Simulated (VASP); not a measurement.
Write the native input for VASP 6.6.1 that does the following.

| Property | Result |
| --- | --- |
| Task | single point |
| Functional | PBE |
| Potentials or basis | VASP PAW PBE potentials, release 64 (Li_sv, F) |
| Cutoff | 520 eV |
| k mesh | 8 × 8 × 6 |
| Occupations | gaussian, width 0.02 eV |
| Spin | no spin polarisation |
| Dipole correction | no |
| Further INCAR settings | ALGO = Normal; EDIFF = 1e-06; NBANDS = 12 |

The structure of LiF lies in POSCAR:

```
LiF
1.0
    2.6950672281      0.0000000000      0.0000000000
    0.0000000000      2.6950672281      0.0000000000
    0.0000000000      0.0000000000      4.4518834996
Li F
1 1
Direct
    0.0000000000      0.0000000000      0.0000000000
    0.5000000000      0.5000000000      0.0000000000
```

The cell was built from a structure type or drawn by symmetry, and may not be a known phase.

The input as run:

INCAR

```
SYSTEM = LiF
ALGO = Normal
EDIFF = 1E-6
ENCUT = 520
GGA = PE
ISIF = 2
ISMEAR = 0
LASPH = .TRUE.
LCHARG = .FALSE.
LREAL = .FALSE.
LWAVE = .FALSE.
NBANDS = 12
NELM = 100
PREC = Accurate
SIGMA = 0.02
```

KPOINTS

```
k-points
0
G
  8 8 6
  0 0 0
```

Potentials or basis: VASP PAW PBE potentials, release 64 (Li_sv, F).

Launch:

```sh
$ cat potpaw_PBE.64/Li_sv/POTCAR potpaw_PBE.64/F/POTCAR > POTCAR
$ mpirun -np 1 vasp_std > vasp.out
```

Results of the run:

```yaml
Band_gap_on_the_k_mesh: 5.77 eV (least direct gap 6.14 eV)
```

Run time: 13 s on 1 thread of Intel(R) Xeon(R) Platinum 8259CL CPU @ 2.50GHz (Skylake/Cascade Lake) (shared host), peak memory 0.14 GiB.
